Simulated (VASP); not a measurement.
# FeO (Wuestite) in VASP: notebook, part 2 of 2

VASP 6.6.1. Earlier steps stand in the parts before.

## Step 5: Single point, PBEsol, collinear spin, ferromagnetic start

This run uses another cell than the first one, of 10.01 Å³/atom, 0.925 times its volume.

File INCAR:

```
SYSTEM = FeO
ALGO = Normal
EDIFF = 1E-6
ENCUT = 520
GGA = PS
ISIF = 2
ISMEAR = 0
ISPIN = 2
LASPH = .TRUE.
LCHARG = .FALSE.
LMAXMIX = 4
LORBIT = 11
LREAL = .FALSE.
LWAVE = .FALSE.
MAGMOM = 3 0
NBANDS = 18
NELM = 150
PREC = Accurate
SIGMA = 0.05
```

File KPOINTS:

```
k-points
0
G
  11 11 11
  0 0 0
```

File POSCAR:

```
FeO
1.0
    0.0000000000      2.1554000000      2.1554000000
    2.1554000000      0.0000000000      2.1554000000
    2.1554000000      2.1554000000      0.0000000000
Fe O
1 1
Direct
    0.0000000000      0.0000000000      0.0000000000
    0.5000000000      0.5000000000      0.5000000000
```

Potentials or basis: VASP PAW PBE potentials, release 64 (Fe, O).

Started as:

```bash
$ cat potpaw_PBE.64/Fe/POTCAR potpaw_PBE.64/O/POTCAR > POTCAR
$ mpirun -np 1 vasp_std > vasp.out
```

OUTCAR:

```text
SYSTEM = FeO
   EDIFF = 1E-6
   ENCUT = 520
   GGA = PS
   ISIF = 2
   ISMEAR = 0
   ISPIN = 2
   LASPH = .TRUE.
   LORBIT = 11
   LREAL = .FALSE.
   NELM = 150
   PREC = Accurate

 ion  position               nearest neighbor table
   1  0.000  0.000  0.000-   2 2.16   2 2.16   2 2.16   2 2.16   2 2.16   2 2.16
   2  0.500  0.500  0.500-   1 2.16   1 2.16   1 2.16   1 2.16   1 2.16   1 2.16

  LATTYP: Found a face centered cubic cell.
 ALAT       =     4.3108000000

  Lattice vectors:

 A1 = (   0.0000000000,   2.1554000000,   2.1554000000)
 A2 = (   2.1554000000,   0.0000000000,   2.1554000000)
 A3 = (   2.1554000000,   2.1554000000,   0.0000000000)

Analysis of symmetry for initial positions (statically):
=====================================================================
 Subroutine PRICEL returns:
 Original cell was already a primitive cell.

 Routine SETGRP: Setting up the symmetry group for a
 face centered cubic supercell.

 Subroutine GETGRP returns: Found 48 space group operations
 (whereof 48 operations were pure point group operations)
 out of a pool of 48 trial point group operations.

The static configuration has the point symmetry O_h .

Analysis of symmetry for dynamics (positions and initial velocities):
=====================================================================
 Subroutine PRICEL returns:
 Original cell was already a primitive cell.

 Routine SETGRP: Setting up the symmetry group for a
 face centered cubic supercell.

 Subroutine GETGRP returns: Found 48 space group operations
 (whereof 48 operations were pure point group operations)
 out of a pool of 48 trial point group operations.

The dynamic configuration has the point symmetry O_h .

Analysis of structural, dynamic, and magnetic symmetry:
=====================================================================
 Subroutine PRICEL returns:
 Original cell was already a primitive cell.

 Routine SETGRP: Setting up the symmetry group for a
 face centered cubic supercell.

 Subroutine GETGRP returns: Found 48 space group operations
 (whereof 48 operations were pure point group operations)
[... 141 lines left out ...]

 Free energy of the ion-electron system (eV)
  ---------------------------------------------------
  ext. energy  EPLUGINS =         0.00000000
  ---------------------------------------------------
  free energy    TOTEN  =       -15.83897718 eV

  energy without entropy =      -15.83692405  energy(sigma->0) =      -15.83795062

 E-fermi :   6.0709     XC(G=0): -12.4118

 val. band max:        6.0655325123   @ k =  -0.3636   0.2727   0.0909
 cond. band min:       6.0809701307   @ k =  -0.1818   0.0909   0.0000
 fundamental gap:      0.0154376184
 Fermi energy:         6.0709305428

 spin component 1

 k-point     1 :       0.0000    0.0000    0.0000
  band No.  band energies     occupation
      1     -14.6239      1.00000
      2       2.1878      1.00000
      3       2.1878      1.00000
      4       2.1878      1.00000
      5       2.2310      1.00000
      6       2.2310      1.00000
[... 493 lines left out ...]
     17      32.4230      0.00000
     18      34.1664      0.00000

 [... further k-points ...]

 spin component 2

 k-point     1 :       0.0000    0.0000    0.0000
  band No.  band energies     occupation
      1     -14.0646      1.00000
      2       2.8249      1.00000
      3       2.8249      1.00000
      4       2.8249      1.00000
      5       5.3252      1.00000
      6       5.3254      1.00000
[... 493 lines left out ...]
     17      33.2452      0.00000
     18      34.9655      0.00000

 [... further k-points ...]
[... 5 lines left out ...]
  --------------------------------------------------------------------------------------
  -------------------------------------------------------------------------------------
  Total       -1.0455465     -1.0455465     -1.0455465      0.0000000      0.0000000      0.0000000
  in kB      -83.6450650    -83.6450650    -83.6450650      0.0000000      0.0000000      0.0000000
  external PRESSURE =     -83.6450650 kB  Pullay stress =       0.0000000 kB

 VOLUME and BASIS-vectors are now :
 -----------------------------------------------------------------------------
  energy-cutoff  :      520.00
  volume of cell :       20.03
      direct lattice vectors                 reciprocal lattice vectors
     0.000000000  2.155400000  2.155400000    -0.231975503  0.231975503  0.231975503
     2.155400000  0.000000000  2.155400000     0.231975503 -0.231975503  0.231975503
     2.155400000  2.155400000  0.000000000     0.231975503  0.231975503 -0.231975503

 POSITION                                       TOTAL-FORCE (eV/Angst)
 -----------------------------------------------------------------------------------
      0.00000      0.00000      0.00000         0.000000      0.000000      0.000000
      2.15540      2.15540      2.15540        -0.000000     -0.000000     -0.000000
 -----------------------------------------------------------------------------------
    total drift:                                0.000000     -0.000000      0.000000

  FREE ENERGIE OF THE ION-ELECTRON SYSTEM (eV)
  ---------------------------------------------------
  free  energy   TOTEN  =       -15.8389771816 eV

  energy  without entropy=      -15.8369240505  energy(sigma->0) =      -15.83795062

 total charge

# of ion       s       p       d       tot
------------------------------------------
    1        0.292   0.364   6.085   6.741
    2        1.551   3.415   0.000   4.966
--------------------------------------------------
tot          1.843   3.779   6.085  11.707

 magnetization (x)

# of ion       s       p       d       tot
------------------------------------------
    1        0.026   0.021   3.564   3.612
    2        0.030   0.273   0.000   0.303
--------------------------------------------------
tot          0.057   0.294   3.564   3.915
```

stdout:

```text
POSCAR found type information on POSCAR FeO
 POSCAR found :  2 types and       2 ions
 scaLAPACK will be used
 -----------------------------------------------------------------------------
|                                                                             |
|                                                                             |
|     You enforced a specific xc type in the INCAR file but a different       |
|     I HOPE YOU KNOW WHAT YOU ARE DOING!                                     |
|                                                                             |
 -----------------------------------------------------------------------------

 LDA part: xc-table for (Slater+PW92), standard interpolation
 POSCAR, INCAR and KPOINTS ok, starting setup
 FFT: planning ... GRIDC
 FFT: planning ... GRID_SOFT
 FFT: planning ... GRID
 WAVECAR not read
 entering main loop
```

Wall time 24 s (1 thread of Intel Xeon Platinum 8559C (Emerald Rapids), shared host); peak memory 0.16 GiB.

Results:

| Property | Result |
| --- | --- |
| Free energy | -15.8390 eV |
| Pressure | -8.4 GPa |
| Band gap on the k mesh | zero (filled and empty bands overlap) |
| Net moment | 4.00 μB per cell |
| Site moments | Fe +3.61; O +0.30 μB |
| Valence electrons inside the program's atomic spheres | Fe 6.74; O 4.97 |

Caveat: the PAW data sets were made with another functional, which shifts forces and pressure a little; a cell with one magnetic atom can't hold antiferromagnetic order, which such compounds often take; semilocal functionals often make such compounds metallic where correlation or magnetic order opens a gap, which also shifts bond lengths. With open d or f shells a metallic result of PBEsol can be an artefact of self-interaction; +U or a hybrid may open a gap.

## Step 6: The runs side by side

```tsv
level	cell	k mesh	smearing	gap on the mesh (eV)	pressure (GPa)	moment (μB)
PBEsol	a = 3.110, b = 3.110, c = 3.170 Å, angles 59.4, 59.4, 61.3°, 2 atoms	9 × 9 × 9	fermi-dirac 0.05 eV	none	-19.1	4.00
PBE	a = 3.028 Å, angles 60.0°, 2 atoms	11 × 11 × 11	fermi-dirac 0.05 eV	none	3.8	4.00
PBE	a = 3.048 Å, angles 60.0°, 2 atoms	11 × 11 × 11	fermi-dirac 0.05 eV	none	-0.1	4.00
PBEsol	a = 3.048 Å, angles 60.0°, 2 atoms	11 × 11 × 11	gaussian 0.05 eV	none	-8.4	4.00
```

Alike in all rows: task single point; potentials or basis VASP PAW PBE potentials, release 64 (Fe, O); spin collinear, ferromagnetic start; cutoff (eV) 520.

Caveats: a cell with one magnetic atom can't hold antiferromagnetic order, which such compounds often take; semilocal functionals often make such compounds metallic where correlation or magnetic order opens a gap, which also shifts bond lengths; the PAW data sets were made with another functional, which shifts forces and pressure a little (some runs).

Total energies depend on the potentials used, so only differences within one code and one set of settings carry meaning.

## Step 7: Comparison with measurements

Step 4. Against the measured gap of FeO, 2.4 eV (optical; quoted in “W\"ustite: Electric, thermodynamic and optical properties of FeO”, 2012, arxiv:1203.1201), the calculated 0.00 eV is off by -2.40 eV. So large a miss can be the level of theory's own, or it may mean another phase, state or a wrong row. The value is that of PBE on a finite k mesh, which can miss the band edges, without temperature or zero-point motion. Semilocal functionals fall short of measured gaps as a rule. The run's magnetic order (collinear spin, ferromagnetic start) needn't be the measured crystal's.
